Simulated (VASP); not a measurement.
# MgO (Fm-3m) in VASP: further runs, part 2 of 2

VASP 6.6.1. Earlier steps stand in the parts before.

### 3 Single point, PBE

This run uses another cell than the first one, of 9.83 Å³/atom, 1.021 times its volume.

File INCAR:

```
SYSTEM = MgO
PREC = Accurate ; ENCUT = 520
EDIFF = 1E-6 ; ISMEAR = 0
SIGMA = 0.05 ; LREAL = .FALSE.
LASPH = .TRUE. ; NELM = 80
ALGO = Normal ; ISIF = 2
LWAVE = .FALSE. ; LCHARG = .TRUE.
GGA = PE ; LELF = .TRUE.
LVHAR = .TRUE. ; NBANDS = 11
```

File KPOINTS:

```
Automatic mesh
0
G
  14 14 14
  0 0 0
```

File POSCAR:

```
MgO
1.0
    0.0000000000      2.1422435737      2.1422435737
    2.1422435737      0.0000000000      2.1422435737
    2.1422435737      2.1422435737      0.0000000000
Mg O
1 1
Direct
    0.0000000000      0.0000000000      0.0000000000
    0.5000000000      0.5000000000      0.5000000000
```

Potentials or basis: VASP PAW PBE potentials, release 64 (Mg, O).

Started as:

```
cat potpaw_PBE.64/Mg/POTCAR potpaw_PBE.64/O/POTCAR > POTCAR
mpirun -np 1 vasp_std > vasp.out
```

It took 26 s on 1 thread of Intel Xeon 8259CL, shared host; peak memory 0.15 GiB.

Results (log left out):

```yaml
Free_energy: -11.9062 eV
Pressure: -3.8 GPa
Band_gap_on_the_k_mesh: 4.24 eV, direct
```

Levels at points of the mesh, in eV from the valence-band top:
```
           k point  band 1  band 2  band 3  band 4  band 5  band 6  band 7  band 8
(0.00, 0.00, 0.00)  -17.01    0.00    0.00    0.00    4.24   15.51   15.51   15.51
(0.50, 0.00, 0.00)  -15.85   -4.40   -0.60   -0.60    7.58   12.03   15.79   15.79
(0.50, 0.50, 0.00)  -15.61   -3.88   -1.28   -1.28    9.05    9.42   12.56   18.21
```

A k mesh can miss the band edges. As with any semilocal functional, this PBE gap is likely too small.

### 4 Single point, PBE

File INCAR:

```
  PREC = Accurate
  ENCUT = 520
  EDIFF = 1E-6
  ISMEAR = 0
  SIGMA = 0.05
  LREAL = F
  LASPH = T
  NELM = 100
  ALGO = Normal
  ISIF = 2
  LWAVE = F
  LCHARG = T
  GGA = PE
  LELF = T
  LVHAR = T
  NBANDS = 11
```

File KPOINTS:

```
Automatic mesh
0
Gamma
  14 14 14
```

File POSCAR:

```
MgO
1.0
    0.0000000000      2.1415971344      2.1415971344
    2.1415971344      0.0000000000      2.1415971344
    2.1415971344      2.1415971344      0.0000000000
Mg O
1 1
Direct
    0.0000000000      0.0000000000      0.0000000000
    0.5000000000      0.5000000000      0.5000000000
```

Started as:

```
cat potpaw_PBE.64/Mg/POTCAR potpaw_PBE.64/O/POTCAR > POTCAR
mpirun -np 1 vasp_std > vasp.out
```

Run time: 27 s. Hardware: 1 thread of Intel Xeon 8259CL, shared host; peak memory 0.15 GiB.

The run converged. Its results:

```
Free energy            : -11.9066 eV
Pressure               : -3.7 GPa
Band gap on the k mesh : 4.25 eV, direct
```

Levels at points of the mesh, in eV from the valence-band top:
| k point | band 2 | band 3 | band 4 | band 5 | band 6 | band 7 |
| --- | --- | --- | --- | --- | --- | --- |
| (0.00, 0.00, 0.00) | 0.00 | 0.00 | 0.00 | 4.25 | 15.51 | 15.51 |
| (0.50, 0.00, 0.00) | -4.40 | -0.60 | -0.60 | 7.58 | 12.04 | 15.80 |
| (0.50, 0.50, 0.00) | -3.88 | -1.28 | -1.28 | 9.06 | 9.43 | 12.57 |

### 5 Single point, PBE (volume scaled by 1.040)

File INCAR:

```
SYSTEM = MgO
PREC = Accurate ; ENCUT = 520
EDIFF = 1E-6 ; ISMEAR = 0
SIGMA = 0.05 ; LREAL = .FALSE.
LASPH = .TRUE. ; NELM = 100
ALGO = Normal ; ISIF = 2
LWAVE = .FALSE. ; LCHARG = .FALSE.
GGA = PE ; NBANDS = 11
```

File KPOINTS:

```
Automatic mesh
0
G
  14 14 14
  0 0 0
```

File POSCAR:

```
MgO
1.0
    0.0000000000      2.1555039990      2.1555039990
    2.1555039990      0.0000000000      2.1555039990
    2.1555039990      2.1555039990      0.0000000000
Mg O
1 1
Direct
    0.0000000000      0.0000000000      0.0000000000
    0.5000000000      0.5000000000      0.5000000000
```

Potentials or basis: VASP PAW PBE potentials, release 64 (Mg, O).

Started as:

```
cat potpaw_PBE.64/Mg/POTCAR potpaw_PBE.64/O/POTCAR > POTCAR
mpirun -np 1 vasp_std > vasp.out
```

OUTCAR:

```text
SYSTEM = MgO
   PREC = Accurate
   ENCUT = 520
   EDIFF = 1E-6
   ISMEAR = 0
   LREAL = .FALSE.
   LASPH = .TRUE.
   NELM = 100
   ISIF = 2
   GGA = PE

 ion  position               nearest neighbor table
   1  0.000  0.000  0.000-   2 2.16   2 2.16   2 2.16   2 2.16   2 2.16   2 2.16
   2  0.500  0.500  0.500-   1 2.16   1 2.16   1 2.16   1 2.16   1 2.16   1 2.16

  LATTYP: Found a face centered cubic cell.
 ALAT       =     4.3110079980

  Lattice vectors:

 A1 = (   0.0000000000,   2.1555039990,   2.1555039990)
 A2 = (   2.1555039990,   0.0000000000,   2.1555039990)
 A3 = (   2.1555039990,   2.1555039990,   0.0000000000)

Analysis of symmetry for initial positions (statically):
=====================================================================
 Subroutine PRICEL returns:
 Original cell was already a primitive cell.

 Routine SETGRP: Setting up the symmetry group for a
 face centered cubic supercell.

 Subroutine GETGRP returns: Found 48 space group operations
[... 9 lines left out ...]

 Routine SETGRP: Setting up the symmetry group for a
 face centered cubic supercell.

 Subroutine GETGRP returns: Found 48 space group operations
[... 11 lines left out ...]
                                     Primitive cell

[... 141 lines left out ...]
 cond. band min:       6.7613352053   @ k =   0.0000   0.0000   0.0000
 fundamental gap:      4.0777553744
 Fermi energy:         2.8801297746

 k-point     1 :       0.0000    0.0000    0.0000
  band No.  band energies     occupation
      1     -14.2379      2.00000
      2       2.6836      2.00000
      3       2.6836      2.00000
      4       2.6836      2.00000
      5       6.7613      0.00000
      6      18.0869      0.00000
      7      18.0869      0.00000
      8      18.0869      0.00000
      9      21.8245      0.00000
     10      23.5195      0.00000
     11      23.5195      0.00000
[... 309 lines left out ...]
 k-point    24 :       0.2857    0.1429    0.0000
  band No.  band energies     occupation
      1     -13.6354      2.00000
      2       0.1693      2.00000
      3       2.1065      2.00000
      4       2.1488      2.00000
      5       9.7313      0.00000
      6      14.2775      0.00000
      7      17.9260      0.00000
      8      19.0116      0.00000
      9      20.0714      0.00000
     10      24.1344      0.00000
     11      25.9182      0.00000

 [... further k-points ...]
[... 5 lines left out ...]
  --------------------------------------------------------------------------------------
  -------------------------------------------------------------------------------------
  Total       -0.7814472     -0.7814472     -0.7814472      0.0000000      0.0000000     -0.0000000
  in kB      -62.5077317    -62.5077317    -62.5077317      0.0000000      0.0000000     -0.0000000
  external PRESSURE =     -62.5077317 kB  Pullay stress =       0.0000000 kB

 VOLUME and BASIS-vectors are now :
 -----------------------------------------------------------------------------
  energy-cutoff  :      520.00
  volume of cell :       20.03
      direct lattice vectors                 reciprocal lattice vectors
     0.000000000  2.155503999  2.155503999    -0.231964311  0.231964311  0.231964311
     2.155503999  0.000000000  2.155503999     0.231964311 -0.231964311  0.231964311
     2.155503999  2.155503999  0.000000000     0.231964311  0.231964311 -0.231964311

 POSITION                                       TOTAL-FORCE (eV/Angst)
 -----------------------------------------------------------------------------------
      0.00000      0.00000      0.00000        -0.000000      0.000000      0.000000
      2.15550      2.15550      2.15550         0.000000      0.000000      0.000000
 -----------------------------------------------------------------------------------
    total drift:                               -0.000000     -0.000000      0.000000

  FREE ENERGIE OF THE ION-ELECTRON SYSTEM (eV)
  ---------------------------------------------------
  free  energy   TOTEN  =       -11.8950513542 eV

  energy  without entropy=      -11.8950513542  energy(sigma->0) =      -11.89505135
```

It took 23 s on 1 thread of Intel Xeon 8259CL, shared host; peak memory 0.15 GiB.

Results:

```
Free energy            : -11.8951 eV
Pressure               : -6.3 GPa
Band gap on the k mesh : 4.08 eV, direct
```

Caveat: the cell differs from its parent crystal (volume scaled by 1.040). A k mesh can miss the band edges.

### 6 The runs side by side

| cell | smearing | gap on the mesh (eV) | pressure (GPa) |
| --- | --- | --- | --- |
| a = 3.009 Å, angles 60.0°, 2 atoms | methfessel-paxton 0.01 eV | 4.44 | -0.9 |
| a = 3.030 Å, angles 60.0°, 2 atoms | gaussian 0.05 eV | 4.24 | -3.8 |
| a = 3.029 Å, angles 60.0°, 2 atoms | gaussian 0.05 eV | 4.25 | -3.7 |
| a = 3.048 Å, angles 60.0°, 2 atoms | gaussian 0.05 eV | 4.08 | -6.3 |

Alike in all rows: task single point; level PBE; potentials or basis VASP PAW PBE potentials, release 64 (Mg, O); no spin polarisation; k mesh 14 × 14 × 14; cutoff (eV) 520.

Absolute energies hang on the potentials; compare differences alone.

### 7 How close it comes

Step 2. Measured gap of MgO: 7.83 eV (quoted in “Electronic structure of alkaline earth and post-transition metal oxides”, 2009, arxiv:0908.1581). This calculation gives 4.44 eV (-3.39 eV). The value is that of PBE on a finite k mesh, which can miss the band edges, without temperature or zero-point motion. Semilocal functionals fall short of measured gaps as a rule.
